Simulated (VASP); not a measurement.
The system is MgZn3Se3S.

```
Mg Zn Se S
1.0
     3.96000    0.00000    0.00000
    -1.98000    3.42946    0.00000
     0.00000    0.00000   12.94000
Mg Zn Se S
1 3 3 1
Direct
  0.66667 0.33333 0.25000
  0.66667 0.33333 0.75000
  0.33333 0.66667 0.00000
  0.33333 0.66667 0.50000
  0.33333 0.66667 0.68750
  0.66667 0.33333 0.93750
  0.66667 0.33333 0.43750
  0.33333 0.66667 0.18750
```

| Property | Result |
| --- | --- |
| Program | VASP 6.6.1 |
| Task | relaxation of cell and atoms |
| Functional | PBE |
| Potentials or basis | VASP PAW PBE potentials, release 64 (Mg, Zn, Se, S) |
| Cutoff | 600 eV |
| k mesh | 4 × 4 × 1 |
| Occupations | gaussian, width 0.15 eV |
| Spin | no spin polarisation |

At the start: pressure 4.7 GPa; volume 21.97 Å³/atom.

Where does the relaxation end?

Over 8 steps the energy falls by 33.3 meV/atom and the volume is 23.55 Å³/atom (+7.2 %); space group P3m1 (No. 156, to 0.05 Å).

Step by step:
```csv
step,energy change (eV),largest force (eV/Å),pressure (GPa),volume (Å³)
1,0.0000,1.0025,4.71,175.73
2,-0.2248,0.3400,-1.12,192.68
3,-0.2326,0.4174,-0.35,189.84
4,-0.2494,0.2740,-0.16,189.10
5,-0.2575,0.1860,0.15,188.12
6,-0.2619,0.1399,0.01,188.64
7,-0.2640,0.1285,-0.22,189.46
8,-0.2661,0.0703,0.06,188.43
```

Final structure:
```
Mg Zn Se S
1.0
     4.05949    0.00000    0.00000
    -2.02974    3.51562    0.00000
     0.00000    0.00000   13.20346
Mg Zn Se S
1 3 3 1
Direct
  0.66667 0.33333 0.24000
  0.66667 0.33333 0.75151
  0.33333 0.66667 0.00479
  0.33333 0.66667 0.50189
  0.33333 0.66667 0.68995
  0.66667 0.33333 0.94087
  0.66667 0.33333 0.43764
  0.33333 0.66667 0.18336
```

Caveat: the k points lie up to 0.48 Å⁻¹ apart in the final cell; the relaxation stopped at a loose force limit of 0.08 eV/Å, so its end isn't a converged minimum.
